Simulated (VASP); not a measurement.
Runs of VASP 6.6.1 on CeTe. The structure is that of space group Pm-3m (No. 221), or close to it. The cells are those of the table. 

```csv
cell,gap on the mesh (eV),pressure (GPa),moment (μB)
"a = 3.700 Å, 2 atoms",none,3.7,0.97
"a = 3.755 Å, 2 atoms",none,(b),1.06
"a = 4.010 Å, 2 atoms",none,-8.2,1.44
"a = 3.861 Å, 2 atoms",none,(d),(c)
"a = 3.809 Å, 2 atoms",none,-2.1,1.15
"a = 3.961 Å, 2 atoms",none,-7.2,(a)
"a = 3.912 Å, 2 atoms",none,-5.8,1.31
```

Alike in all rows: task single point; level LDA; potentials or basis VASP PAW LDA potentials, release 64 (Ce, Te); spin collinear, ferromagnetic start; k mesh 8 × 8 × 8; cutoff (eV) 520; smearing fermi-dirac 0.1 eV.

Question: Estimate the missing entries.

Answer: (a) 1.38; (b) 0.5; (c) 1.23; (d) -4.3.

Caveats: the magnetic or orbital state may not be the lowest; spin-orbit coupling is left out, which moves the levels of the heavy elements; semilocal functionals describe open f shells poorly, which spoils levels, moments and volumes; the cell stands under tension (at least some runs); the cell stands under pressure (at least some runs).

A k mesh can miss the band edges, and the runs leave out spin-orbit coupling on Ce, Te.

A gap of «none» marks levels without a gap at the run's occupations.
